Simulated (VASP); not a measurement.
Wanted: the native input for a VASP 6.6.1 run.

```yaml
Task: single point
Functional: PBE
Potentials_or_basis: VASP PAW PBE potentials, release 64 (Cu)
Cutoff: 520 eV
k_mesh: 17 × 17 × 16
Occupations: fermi-dirac, width 0.05 eV
Spin: no spin polarisation
Dipole_correction: no
Further_INCAR_settings: ALGO = Normal; EDIFF = 1e-07; NBANDS = 12
```

The structure of Cu lies in POSCAR:

```
Cu
1.0
    2.3556972693      0.0000000000      0.0000000000
   -1.1778486346      2.0400936788      0.0000000000
    0.0000000000      0.0000000000      2.2741440861
Cu
1
Direct
    0.0000000000      0.0000000000      0.0000000000
```

This cell differs from its parent crystal: volume scaled by 0.84.

The input as run:

INCAR

```
SYSTEM = Cu
PREC = Accurate
ENCUT = 520
EDIFF = 1E-7
ISMEAR = -1
SIGMA = 0.05
LREAL = .FALSE.
LASPH = .TRUE.
NELM = 60
ALGO = Normal
ISIF = 2
LWAVE = .FALSE.
LCHARG = .FALSE.
GGA = PE
NBANDS = 12
```

KPOINTS

```
Automatic mesh
0
G
  17 17 16
  0 0 0
```

Potentials or basis: VASP PAW PBE potentials, release 64 (Cu).

The run is started by

```sh
$ cat potpaw_PBE.64/Cu/POTCAR > POTCAR
$ mpirun -np 1 vasp_std > vasp.out
```

It gave:

```yaml
Pressure: 32.1 GPa
```

Run time: 22 s on 1 thread of Intel(R) Xeon(R) 6975P-C (Granite Rapids), on a shared host, peak memory 0.15 GiB.
